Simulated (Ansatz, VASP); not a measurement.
Au: VASP and Ansatz over several settings

```xyz
1
Lattice="-1.6573 1.6573 1.6573 1.6573 -1.6573 1.6573 1.6573 1.6573 -1.6573" Properties=species:S:1:pos:R:3 pbc="T T T"
Au    0.0000    0.0000    0.0000
```

Single points on this cell with VASP 6.6.1 and Ansatz 0.2.0. Each row is one pair of runs. Alike in all rows: smearing: fermi-dirac, width 0.05 eV; VASP's potentials, cutoff: VASP PAW PBE potentials, release 64 (Au), 520 eV; Ansatz's potentials, cutoff: Ansatz PAW, 420 eV.

```tsv
level	spin	k mesh	pressure (GPa), VASP	pressure (GPa), Ansatz
HSE06	off	6 × 6 × 6	-4.0	-4.0
PBE0	non-collinear, zero start, SOC	5 × 5 × 5	-5.3	-5.4
HSE06	non-collinear, zero start, SOC	5 × 5 × 5	-5.2	-5.7
```

Pressure (GPa): the two programs differ by at most 0.43.

VASP's potentials hold 11 valence electrons a cell and Ansatz's 19, so a difference there can come from the potentials and not from the codes.

The k mesh is coarse, so the values compare programs but aren't converged.
